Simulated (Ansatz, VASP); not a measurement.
**MgCd2S3 in VASP and in Ansatz**

```
Mg Cd S
1.0
     3.83159    0.00000    0.00000
    -1.91580    3.31826    0.00000
     0.00000    0.00000    9.39666
Mg Cd S
1 2 3
Direct
  0.00000 0.00000 0.00000
  0.33333 0.66667 0.67168
  0.66667 0.33333 0.32832
  0.00000 0.00000 0.50000
  0.33333 0.66667 0.15558
  0.66667 0.33333 0.84442
```

Alike in both runs: functional PBE; k mesh 6 × 6 × 2; occupations gaussian, width 0.1 eV; no spin polarisation.

Ansatz relaxed the structure, and its values are those at the end. VASP's run is a single point on that final structure, the one shown.

|  | VASP | Ansatz |
| --- | --- | --- |
| version | VASP 6.6.1 | Ansatz 0.2.0 |
| potentials or method | VASP PAW PBE potentials, release 64 (Mg, Cd, S), cutoff 520 eV | scalar-relativistic, plane waves, PAW |
| valence electrons in the cell | 44 | 68 |

|  | VASP | Ansatz | Ansatz less VASP |
| --- | --- | --- | --- |
| gap on the k mesh at the Fermi level (eV) | 0.89 | 0.91 | +0.010 |
| least direct gap on the mesh (eV) | 1.43 | 1.44 | +0.009 |
| pressure (GPa) | -0.1 | -0.3 | -0.19 |
| rms of the force components (eV/Å) | 0.015 | 0.012 | -0.0037 |

VASP's potentials hold 44 valence electrons a cell and Ansatz's 68, so a difference there can come from the potentials and not from the codes.
